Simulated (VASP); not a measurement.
Here is a VASP 6.6.1 calculation.

INCAR

```
  PREC = Accurate
  ENCUT = 520
  EDIFF = 1E-6
  ISMEAR = 0
  SIGMA = 0.025
  LREAL = False
  LASPH = True
  NELM = 60
  ALGO = Normal
  ISIF = 2
  LWAVE = False
  LCHARG = False
  GGA = PE
  NBANDS = 10
```

Contents of KPOINTS:

```
Automatic mesh
0
Gamma
  9 9 9
```

POSCAR

```
I
1.0
    0.0000000000      2.3656004428      3.9098401324
    2.1922454667      0.0000000000      3.9098401324
    2.1922454667      2.3656004428      0.0000000000
I
1
Direct
    0.0000000000      0.0000000000      0.0000000000
```

Potentials or basis: VASP PAW PBE potentials, release 64 (I).

Launch:

```sh
$ cat potpaw_PBE.64/I/POTCAR > POTCAR
$ mpirun -np 1 vasp_std > vasp.out
```

Task: Estimate the pressure.

Result: 0.4 GPa.

Stress tensor (GPa, compression positive):
```
0.36 0.00 0.00
0.00 0.09 0.00
0.00 0.00 0.76
```

Caveat: an odd number of electrons without spin polarisation forces a metal; a magnetic or distorted state may lie lower.
